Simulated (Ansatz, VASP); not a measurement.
One calculation of Be4InCu, two programs

```
CELL_PARAMETERS angstrom
0.00000 3.19204 3.19204
3.19204 0.00000 3.19204
3.19204 3.19204 0.00000
ATOMIC_POSITIONS crystal
In 0.00000 0.00000 0.00000
Cu 0.25000 0.25000 0.25000
Be 0.12890 0.62370 0.62370
Be 0.62370 0.62370 0.62370
Be 0.62370 0.62370 0.12890
Be 0.62370 0.12890 0.62370
```

Alike in both runs: task single point; functional RPBE; k mesh 7 × 7 × 7; occupations gaussian, width 0.02 eV; no spin polarisation.

|  | VASP | Ansatz |
| --- | --- | --- |
| version | VASP 6.6.1 | Ansatz 0.2.0 |
| potentials or method | VASP PAW PBE potentials, release 64 (In, Cu, Be) | Ansatz PAW |
| plane-wave cutoff (eV) | 500 | 420 |
| valence electrons in the cell | 22 | 40 |

|  | VASP | Ansatz | Ansatz less VASP |
| --- | --- | --- | --- |
| gap on the k mesh at the Fermi level (eV) | none | none | - |
| pressure (GPa) | 5.1 | 3.8 | -1.26 |
| rms of the force components (eV/Å) | 0.029 | 0.017 | -0.0116 |

VASP's potentials were made for PBE, not for RPBE. Atom by atom the forces differ by 0.012 eV/Å (rms over components). A gap of «none» marks a metal or a gap that the smearing closes. VASP's potentials hold 22 valence electrons a cell and Ansatz's 40, so a difference there can come from the potentials and not from the codes.
